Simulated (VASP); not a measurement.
Here is a VASP 6.6.1 calculation.

INCAR

```
SYSTEM = Sb
PREC = Accurate ; ENCUT = 600
EDIFF = 1E-7 ; ISMEAR = 0
SIGMA = 0.15 ; LREAL = .False.
LASPH = .True. ; NELM = 100
ALGO = Normal ; ISIF = 3
LWAVE = .False. ; LCHARG = .False.
GGA = PS ; IBRION = 2
NSW = 100 ; EDIFFG = -0.01
```

The input KPOINTS:

```
regular mesh
0
Gamma
  12 12 6
  0 0 0
```

The input POSCAR:

```
Sb
1.0
    3.3225106517      0.0000000000      0.0000000000
   -1.6612553259      2.8773786287      0.0000000000
    0.0000000000      0.0000000000      5.4677413049
Sb
2
Direct
    0.2080909802      0.5883074952      0.2336167208
    0.7919090198      0.4116925048      0.7663832792
```

Potentials or basis: VASP PAW PBE potentials, release 64 (Sb).

Command:

```sh
$ cat potpaw_PBE.64/Sb/POTCAR > POTCAR
$ mpirun -np 1 vasp_std > vasp.out
```

Question: Estimate the relaxed volume.

Answer: 28.76 Å³/atom.

Question: What does it give for the space group after relaxing (to 0.05 Å)?

Answer: Pm-3m (No. 221).

Question: Estimate the relaxed cell.

Answer: a = 4.332 Å, b = 3.065 Å, c = 6.127 Å, α = 90.06°, β = 89.95°, γ = 135.02°.

Forces on the atoms (eV/Å):
```
Sb  -0.001  0.001  0.003
Sb   0.001 -0.001 -0.003
```

Caveat: the cell differs from its parent crystal (atom 1 moved 0.75 Å); the PAW data sets were made with another functional, which shifts forces and pressure a little. Zero-point motion and thermal expansion aren't in these numbers.
